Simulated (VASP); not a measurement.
Runs of VASP 6.6.1 on Nb. The structure is that of space group Fm-3m (No. 225), or close to it. The cells are those of the table. This isn't the form of Nb at room conditions, which is bcc.

```csv
task,cell,gap on the mesh (eV),pressure (GPa)
relaxation of cell and atoms,"relaxed from a = 2.963 Å, angles 60.0°, 1 atom",none,-0.1
single point,"a = 2.902 Å, angles 60.0°, 1 atom",none,19.6
relaxation of cell and atoms,"relaxed to 5 GPa from a = 2.963 Å, angles 60.0°, 1 atom",none,5.0
single point,"a = 2.977 Å, angles 60.0°, 1 atom",none,4.6
relaxation of cell and atoms,"relaxed to 20 GPa from a = 2.963 Å, angles 60.0°, 1 atom",none,20.0
single point,"a = 2.950 Å, angles 60.0°, 1 atom",none,(a)
single point,"a = 3.007 Å, angles 60.0°, 1 atom",none,-0.4
relaxation of cell and atoms,"relaxed to 10 GPa from a = 2.963 Å, angles 60.0°, 1 atom",none,10.0
```

Alike in all rows: level RPBE; potentials or basis VASP PAW PBE potentials, release 64 (Nb_sv); no spin polarisation; k mesh 9 × 9 × 9; cutoff (eV) 500; smearing gaussian 0.1 eV.

Question: Estimate the missing entries.

Answer: (a) 9.6.

Caveats: the PAW data sets were made with another functional, which shifts forces and pressure a little; the cell stands under pressure (at least some runs); the cell is relaxed towards a set pressure, so the run minimises the enthalpy, not the energy (at least some runs).

A k mesh can miss the band edges, and the runs leave out spin-orbit coupling on Nb.

A gap of «none» marks levels without a gap at the run's occupations.
